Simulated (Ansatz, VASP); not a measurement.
# One calculation of SiC, two programs

The input INCAR:

```
SYSTEM = SiC
PREC     = Accurate       ! precision mode
ENCUT    = 520            ! plane-wave cutoff, eV
EDIFF    = 1E-7           ! SCF threshold, eV
ISMEAR   = 0              ! smearing method
SIGMA    = 0.05           ! smearing width, eV
LREAL    = .FALSE.        ! projectors in reciprocal space
LASPH    = .TRUE.         ! aspherical terms in the spheres
NELM     = 60             ! most SCF steps
ALGO     = Normal         ! electronic algorithm
ISIF     = 2              ! what is computed and relaxed
LWAVE    = .FALSE.        ! write WAVECAR
LCHARG   = .FALSE.        ! write CHGCAR
GGA      = PE             ! functional
NBANDS   = 16             ! bands
```

File KPOINTS:

```
regular mesh
0
G
  12 12 6
  0 0 0
```

File POSCAR:

```
SiC
1.0
    3.0759982064      0.0000000000      0.0000000000
   -1.5379991032      2.6638925888      0.0000000000
    0.0000000000      0.0000000000      5.0480000000
Si C
2 2
Direct
    0.3614876217      0.7229752433      0.0000000000
    0.6385123783      0.2770247567      0.5000000000
    0.3076365685      0.6152731371      0.3850000000
    0.6923634315      0.3847268629      0.8850000000
```

Input for Ansatz:

```yaml
crystal:
  lattice:
    - [3.0759982064, 0.0, 0.0]
    - [-1.5379991032, 2.6638925888, 0.0]
    - [0.0, 0.0, 5.048]
  atoms:
    - { symbol: Si, position: [0.3614876217, 0.7229752433, 0.0] }
    - { symbol: Si, position: [0.6385123783, 0.2770247567, 0.5] }
    - { symbol: C, position: [0.3076365685, 0.6152731371, 0.385] }
    - { symbol: C, position: [0.6923634315, 0.3847268629, 0.885] }
basis:
  ecutwfc: 420
kpoints:
  mp_grid: { grid: [12, 12, 6] }
hamiltonian:
  xc: pbe
scf:
  occupations: { method: gaussian, width: 0.05 }
output:
  forces: true
  stress: true
  eigenvalues: true
```

Change from the starting cell: mode 4 (260.4 1/cm) frozen in, largest displacement -0.150 Å.

Alike in both runs: task single point; functional PBE; k mesh 12 × 12 × 6; occupations gaussian, width 0.05 eV; no spin polarisation.

|  | VASP | Ansatz |
| --- | --- | --- |
| version | VASP 6.6.1 | Ansatz 0.2.0 |
| potentials or method | VASP PAW PBE potentials, release 64 (Si, C), cutoff 520 eV | scalar-relativistic, plane waves, PAW |
| valence electrons in the cell | 16 | 16 |

|  | VASP | Ansatz | Ansatz less VASP |
| --- | --- | --- | --- |
| gap on the k mesh at the Fermi level (eV) | 2.03 | 2.03 | +0.003 |
| least direct gap on the mesh (eV) | 4.17 | 4.18 | +0.004 |
| pressure (GPa) | 3.2 | 3.3 | +0.05 |
| traceless stress, the component that is largest in VASP (GPa) | 3.54 | 3.53 | -0.016 |
| rms of the force components (eV/Å) | 0.655 | 0.655 | -0.0003 |

Atom by atom the forces differ by 0.001 eV/Å (rms over components). With one functional, cell and mesh, what is left measures potentials, basis and numerics.
